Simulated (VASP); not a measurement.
# NaY (Fm-3m) in VASP: notebook, part 2 of 2

VASP 6.6.1.

**3. Single point, PBE**

INCAR

```
PREC     = Accurate       # precision mode
ENCUT    = 520            # plane-wave cutoff, eV
EDIFF    = 1E-6           # SCF threshold, eV
ISMEAR   = 0              # smearing method
SIGMA    = 0.1            # smearing width, eV
LREAL    = False          # projectors in reciprocal space
LASPH    = True           # aspherical terms in the spheres
NELM     = 100            # most SCF steps
ALGO     = Normal         # electronic algorithm
ISIF     = 2              # what is computed and relaxed
LWAVE    = False          # write WAVECAR
LCHARG   = False          # write CHGCAR
GGA      = PE             # functional
NBANDS   = 16             # bands
```

KPOINTS

```
regular mesh
0
Gamma
  16 16 16
```

POSCAR

```
NaY
1.0
    0.0000000000      3.2130818587      3.2130818587
    3.2130818587      0.0000000000      3.2130818587
    3.2130818587      3.2130818587      0.0000000000
Na Y
1 1
Direct
    0.5000000000      0.5000000000      0.5000000000
    0.0000000000      0.0000000000      0.0000000000
```

Potentials or basis: VASP PAW PBE potentials, release 64 (Na_pv, Y_sv).

Launch:

```sh
cat potpaw_PBE.64/Na_pv/POTCAR potpaw_PBE.64/Y_sv/POTCAR > POTCAR
mpirun -np 1 vasp_std > vasp.out
```

OUTCAR:

```text
PREC = Accurate
   ENCUT = 520
   EDIFF = 1E-6
   ISMEAR = 0
   LREAL = False
   LASPH = True
   NELM = 100
   ISIF = 2
   GGA = PE

 ion  position               nearest neighbor table
   1  0.500  0.500  0.500-   2 3.21   2 3.21   2 3.21   2 3.21   2 3.21   2 3.21
   2  0.000  0.000  0.000-   1 3.21   1 3.21   1 3.21   1 3.21   1 3.21   1 3.21

  LATTYP: Found a face centered cubic cell.
 ALAT       =     6.4261637174

  Lattice vectors:

 A1 = (   0.0000000000,   3.2130818587,   3.2130818587)
 A2 = (   3.2130818587,   0.0000000000,   3.2130818587)
 A3 = (   3.2130818587,   3.2130818587,   0.0000000000)

Analysis of symmetry for initial positions (statically):
=====================================================================
 Subroutine PRICEL returns:
 Original cell was already a primitive cell.

 Routine SETGRP: Setting up the symmetry group for a
 face centered cubic supercell.

 Subroutine GETGRP returns: Found 48 space group operations
 (whereof 48 operations were pure point group operations)
 out of a pool of 48 trial point group operations.

The static configuration has the point symmetry O_h .

Analysis of symmetry for dynamics (positions and initial velocities):
=====================================================================
 Subroutine PRICEL returns:
 Original cell was already a primitive cell.

 Routine SETGRP: Setting up the symmetry group for a
 face centered cubic supercell.

 Subroutine GETGRP returns: Found 48 space group operations
 (whereof 48 operations were pure point group operations)
 out of a pool of 48 trial point group operations.

The dynamic configuration has the point symmetry O_h .

 Subroutine INISYM returns: Found 48 space group operations
 (whereof 48 operations are pure point group operations),
 and found     1 'primitive' translations

----------------------------------------------------------------------------------------

                                     Primitive cell

  volume of cell :      66.3430

  direct lattice vectors                    reciprocal lattice vectors
     0.000000000  3.213081859  3.213081859    -0.155613838  0.155613838  0.155613838
     3.213081859  0.000000000  3.213081859     0.155613838 -0.155613838  0.155613838
     3.213081859  3.213081859  0.000000000     0.155613838  0.155613838 -0.155613838

  length of vectors
     4.543983942  4.543983942  4.543983942     0.269531074  0.269531074  0.269531074

  position of ions in fractional coordinates (direct lattice)
     0.500000000  0.500000000  0.500000000
     0.000000000  0.000000000  0.000000000

  ion indices of the primitive-cell ions
   primitive index   ion index
                 1           1
                 2           2

----------------------------------------------------------------------------------------

 KPOINTS: regular mesh

Automatic generation of k-mesh.
 Grid dimensions read from file:
 generate k-points for:   16   16   16

 Generating k-lattice:

  Cartesian coordinates                     Fractional coordinates (reciprocal lattice)
    -0.009725865  0.009725865  0.009725865     0.062500000  0.000000000  0.000000000
     0.009725865 -0.009725865  0.009725865     0.000000000  0.062500000  0.000000000
     0.009725865  0.009725865 -0.009725865     0.000000000  0.000000000  0.062500000

  Length of vectors
     0.016845692  0.016845692  0.016845692

  Shift w.r.t. Gamma in fractional coordinates (k-lattice)
     0.000000000  0.000000000  0.000000000

 Subroutine IBZKPT returns following result:
 ===========================================

 Found    145 irreducible k-points:

 Following reciprocal coordinates:
            Coordinates               Weight
  0.000000  0.000000  0.000000      1.000000
  0.062500  0.000000  0.000000      8.000000
  0.125000  0.000000  0.000000      8.000000
  0.187500  0.000000  0.000000      8.000000
  0.250000  0.000000  0.000000      8.000000
  0.312500  0.000000  0.000000      8.000000
[... 16 lines left out ...]
 -0.125000  0.062500  0.000000     24.000000
 -0.062500  0.062500  0.000000     12.000000
 [... further k-points ...]
   k-points           NKPTS =    145   k-points in BZ     NKDIM =    145   number of bands    NBANDS=     16
   number of dos      NEDOS =    301   number of ions     NIONS =      2
   total plane-waves  NPLWV =  46656
   dimension x,y,z NGX =    36 NGY =   36 NGZ =   36
   dimension x,y,z NGXF=    72 NGYF=   72 NGZF=   72
   ions per type =               1   1
   NGX,Y,Z   is equivalent  to a cutoff of  13.17, 13.17, 13.17 a.u.
   NGXF,Y,Z  is equivalent  to a cutoff of  26.34, 26.34, 26.34 a.u.
 SYSTEM =  unknown system
   PREC   = accura    normal or accurate (medium, high low for compatibility)
   ISTART =      0    job   : 0-new  1-cont  2-samecut
   ICHARG =      2    charge: 1-file 2-atom 10-const
   ISPIN  =      1    spin polarized calculation?
   LNONCOLLINEAR =      F non collinear calculations
   LSORBIT =      F    spin-orbit coupling
   LASPH  =      T    aspherical Exc in radial PAW
   ENCUT  =  520.0 eV  38.22 Ry    6.18 a.u.   8.45  8.45  8.45*2*pi/ulx,y,z
   NELM   =    100;   NELMIN=  2; NELMDL= -5     # of ELM steps
   EDIFF  = 0.1E-05   stopping-criterion for ELM
   LREAL  =      F    real-space projection
   EDIFFG = 0.1E-04   stopping-criterion for IOM
   NSW    =      0    number of steps for IOM
   IBRION =     -1    ionic relax: 0-MD 1-quasi-New 2-CG
   NFREE  =      0    steps in history (QN), initial steepest desc. (CG)
   ISIF   =      2    stress and relaxation
   ISYM   =      2    0-nonsym 1-usesym 2-fastsym
   POTIM  = 0.5000    time-step for ionic-motion
   TEBEG  =    0.0;   TEEND  =   0.0 temperature during run
   PSTRESS=    0.0 pullay stress
   NELECT =      18.0000    total number of electrons
   NUPDOWN=      -1.0000    fix difference up-down
   EMIN   =  10.00;   EMAX   =-10.00  energy-range for DOS
   EFERMI =   0.00;   METHOD = LEGACY
   ISMEAR =     0;   SIGMA  =   0.10  broadening in eV -4-tet -1-fermi 0-gaus
   EFERMI_NEDOS =   21; number of points for ismear=-14 and -15
   IALGO  =     38    algorithm
   IMIX   =      4    mixing-type and parameters
     AMIX     =   0.40;   BMIX     =  1.00
     AMIX_MAG =   1.60;   BMIX_MAG =  1.00
  volume/ion in A,a.u.               =      33.17       223.85
  Fermi-wavevector in a.u.,A,eV,Ry     =   1.059824  2.002778 15.282439  1.123228
  Thomas-Fermi vector in A             =   2.195184
   LORBIT       =      0    0 simple, 1 ext, 2 COOP (PROOUT), +10 PAW based schemes
   GGA     = PE    functional components
   LHFCALC =     F    Hartree Fock is set to
   AEXX    =    0.0000 exact exchange contribution
   IVDW    =     0    specifies the selected vdW correction
   LEPSILON=     F    determine dielectric tensor
   LRPA    =     F    only Hartree local field effects (RPA)
 non-spin polarized calculation
 Gauss-broadening in eV      SIGMA  =   0.10
  energy-cutoff  :      520.00
  volume of cell :       66.34
 maximum number of plane-waves:      1816
 NGX is ok and might be reduce to    36
   NGX = 17   NGY = 17   NGZ = 17

 number of electron      17.9999996 magnetization

 Free energy of the ion-electron system (eV)
  ---------------------------------------------------
  ext. energy  EPLUGINS =         0.00000000
  ---------------------------------------------------
  free energy    TOTEN  =        -6.25073194 eV

  energy without entropy =       -6.23406212  energy(sigma->0) =       -6.24239703

 E-fermi :   1.7360     XC(G=0):  -8.2378

 val. band max:        1.7348170215   @ k =   0.5000   0.4375   0.0625
 cond. band min:       1.7476072405   @ k =  -0.1875   0.2500   0.0625
 fundamental gap:      0.0127902189
 Fermi energy:         1.7359910192

 k-point     1 :       0.0000    0.0000    0.0000
  band No.  band energies     occupation
      1     -42.1476      2.00000
      2     -22.4428      2.00000
      3     -22.4428      2.00000
      4     -22.4428      2.00000
      5     -22.0299      2.00000
      6     -22.0299      2.00000
[... 8 lines left out ...]
     15       8.7872      0.00000
     16       8.7872      0.00000
[... 419 lines left out ...]
 k-point    24 :      -0.0625    0.0625    0.0000
  band No.  band energies     occupation
      1     -42.1474      2.00000
      2     -22.4440      2.00000
      3     -22.4397      2.00000
      4     -22.4393      2.00000
      5     -22.0375      2.00000
      6     -22.0341      2.00000
[... 8 lines left out ...]
     15       8.5263      0.00000
     16       8.7013      0.00000

 [... further k-points ...]

------------------------ aborting loop because EDIFF is reached ----------------------------------------

  FORCE on cell =-STRESS in cart. coord.  units (eV):
  Direction    XX          YY          ZZ          XY          YZ          ZX
  --------------------------------------------------------------------------------------
  -------------------------------------------------------------------------------------
  Total        0.0003871      0.0003871      0.0003871      0.0000000      0.0000000      0.0000000
  in kB        0.0093495      0.0093495      0.0093495      0.0000000      0.0000000      0.0000000
  external PRESSURE =       0.0093495 kB  Pullay stress =       0.0000000 kB

 VOLUME and BASIS-vectors are now :
 -----------------------------------------------------------------------------
  energy-cutoff  :      520.00
  volume of cell :       66.34
      direct lattice vectors                 reciprocal lattice vectors
     0.000000000  3.213081859  3.213081859    -0.155613838  0.155613838  0.155613838
     3.213081859  0.000000000  3.213081859     0.155613838 -0.155613838  0.155613838
     3.213081859  3.213081859  0.000000000     0.155613838  0.155613838 -0.155613838

 POSITION                                       TOTAL-FORCE (eV/Angst)
 -----------------------------------------------------------------------------------
      3.21308      3.21308      3.21308         0.000000      0.000000      0.000000
      0.00000      0.00000      0.00000        -0.000000     -0.000000     -0.000000
 -----------------------------------------------------------------------------------
    total drift:                                0.000000      0.000000      0.000000

  FREE ENERGIE OF THE ION-ELECTRON SYSTEM (eV)
  ---------------------------------------------------
  free  energy   TOTEN  =        -6.2507319372 eV

  energy  without entropy=       -6.2340621210  energy(sigma->0) =       -6.24239703
```

Run time: 2.4 min. Hardware: 1 thread of Intel Xeon Platinum 8488C (Sapphire Rapids), shared host; peak memory 0.33 GiB.

What came out:

```
Free energy            : -6.2507 eV
Pressure               : 0.0 GPa
Band gap on the k mesh : zero (bands 9 and 10 overlap by 1.13 eV)
```

**4. Relaxation of cell and atoms, PBE**

This run uses another cell than the first one, of 33.07 Å³/atom.

INCAR

```
PREC = Accurate ; ENCUT = 600
EDIFF = 1E-7 ; ISMEAR = 0
SIGMA = 0.1 ; LREAL = False
LASPH = True ; NELM = 100
ALGO = Normal ; ISIF = 3
LWAVE = False ; LCHARG = False
GGA = PE ; IBRION = 2
NSW = 100 ; EDIFFG = -0.01
```

KPOINTS

```
Automatic mesh
0
Gamma
  16 16 16
```

POSCAR

```
NaY
1.0
    0.0000000000      3.2096450646      3.2096450646
    3.2096450646      0.0000000000      3.2096450646
    3.2096450646      3.2096450646      0.0000000000
Na Y
1 1
Direct
    0.5000000000      0.5000000000      0.5000000000
    0.0000000000      0.0000000000      0.0000000000
```

Potentials or basis: VASP PAW PBE potentials, release 64 (Na_pv, Y_sv).

Launch:

```sh
cat potpaw_PBE.64/Na_pv/POTCAR potpaw_PBE.64/Y_sv/POTCAR > POTCAR
mpirun -np 1 vasp_std > vasp.out
```

OUTCAR:

```text
PREC = Accurate
   ENCUT = 600
   EDIFF = 1E-7
   ISMEAR = 0
   LREAL = False
   LASPH = True
   NELM = 100
   ISIF = 3
   GGA = PE
   IBRION = 2
   NSW = 100
   EDIFFG = -0.01

 ion  position               nearest neighbor table
   1  0.500  0.500  0.500-   2 3.21   2 3.21   2 3.21   2 3.21   2 3.21   2 3.21
   2  0.000  0.000  0.000-   1 3.21   1 3.21   1 3.21   1 3.21   1 3.21   1 3.21

  LATTYP: Found a face centered cubic cell.
 ALAT       =     6.4192901292

  Lattice vectors:

 A1 = (   0.0000000000,   3.2096450646,   3.2096450646)
 A2 = (   3.2096450646,   0.0000000000,   3.2096450646)
 A3 = (   3.2096450646,   3.2096450646,   0.0000000000)

Analysis of symmetry for initial positions (statically):
=====================================================================
 Subroutine PRICEL returns:
 Original cell was already a primitive cell.

 Routine SETGRP: Setting up the symmetry group for a
 face centered cubic supercell.

 Subroutine GETGRP returns: Found 48 space group operations
 (whereof 48 operations were pure point group operations)
 out of a pool of 48 trial point group operations.
[... 224 lines left out ...]
      6     -22.0326      2.00000
      7     -22.0326      2.00000
      8      -2.3247      2.00000
      9       2.6050      0.00000
     10       2.6050      0.00000
     11       2.6050      0.00000
     12       3.2463      0.00000
     13       3.2463      0.00000
[... 354 lines left out ...]
  band No.  band energies     occupation
      1     -42.1506      2.00000
      2     -22.4443      2.00000
      3     -22.4400      2.00000
      4     -22.4395      2.00000
      5     -22.0403      2.00000
      6     -22.0369      2.00000
      7     -22.0327      2.00000
      8      -2.1878      2.00000
      9       2.4785      0.00000
     10       2.6544      0.00000
     11       2.6679      0.00000
     12       3.1704      0.00000
     13       3.2584      0.00000

 [... further k-points ...]

------------------------ aborting loop because EDIFF is reached ----------------------------------------

  FORCE on cell =-STRESS in cart. coord.  units (eV):
  Direction    XX          YY          ZZ          XY          YZ          ZX
  --------------------------------------------------------------------------------------
  -------------------------------------------------------------------------------------
  Total        0.0174215      0.0174215      0.0174215      0.0000000      0.0000000      0.0000000
  in kB        0.4206580      0.4206580      0.4206580      0.0000000      0.0000000      0.0000000
  external PRESSURE =       0.4206580 kB  Pullay stress =       0.0000000 kB

 VOLUME and BASIS-vectors are now :
 -----------------------------------------------------------------------------
  energy-cutoff  :      600.00
  volume of cell :       66.35
      direct lattice vectors                 reciprocal lattice vectors
    -0.000000000  3.213255875  3.213255875    -0.155605411  0.155605411  0.155605411
     3.213255875  0.000000000  3.213255875     0.155605411 -0.155605411  0.155605411
     3.213255875  3.213255875 -0.000000000     0.155605411  0.155605411 -0.155605411

 POSITION                                       TOTAL-FORCE (eV/Angst)
 -----------------------------------------------------------------------------------
      3.21326      3.21326      3.21326        -0.000000      0.000000      0.000000
      6.42651      6.42651      6.42651         0.000000     -0.000000     -0.000000
 -----------------------------------------------------------------------------------
    total drift:                                0.000000      0.000000      0.000000

  FREE ENERGIE OF THE ION-ELECTRON SYSTEM (eV)
  ---------------------------------------------------
  free  energy   TOTEN  =        -6.2506455622 eV

  energy  without entropy=       -6.2339657748  energy(sigma->0) =       -6.24230567

 reached required accuracy - stopping structural energy minimisation
```

It took 4.1 min on 1 thread of Intel Xeon Platinum 8488C (Sapphire Rapids), shared host; peak memory 0.36 GiB.

What came out:

```
Free energy                           : -6.2506 eV
Relaxed volume                        : 33.18 Å³/atom
Relaxed cell                          : a = 4.544 Å, b = 4.544 Å, c = 4.544 Å, α = 60.00°, β = 60.00°, γ = 60.00°
Space group after relaxing (to 0.1 Å) : Fm-3m (No. 225)
Energy gained by relaxing             : 0.1 meV/atom
Ionic steps                           : 2
Pressure after relaxing               : 0.0 GPa
Band gap on the k mesh                : zero (bands 9 and 10 overlap by 1.13 eV)
```

The path:
| step | energy change (eV) | largest force (eV/Å) | pressure (GPa) | volume (Å³) |
| --- | --- | --- | --- | --- |
| 1 | 0.0000 | 0.0000 | 0.11 | 66.13 |
| 2 | -0.0001 | 0.0000 | 0.04 | 66.35 |

Final structure:
```cif
data_structure
_symmetry_space_group_name_H-M 'P 1'
_symmetry_Int_Tables_number 1
_cell_length_a 4.5442
_cell_length_b 4.5442
_cell_length_c 4.5442
_cell_angle_alpha 60.000
_cell_angle_beta 60.000
_cell_angle_gamma 60.000
_cell_volume 66.35
loop_
_atom_site_label
_atom_site_type_symbol
_atom_site_fract_x
_atom_site_fract_y
_atom_site_fract_z
_atom_site_occupancy
Na1 Na 0.50000 0.50000 0.50000 1
Y1 Y 0.00000 0.00000 0.00000 1
```
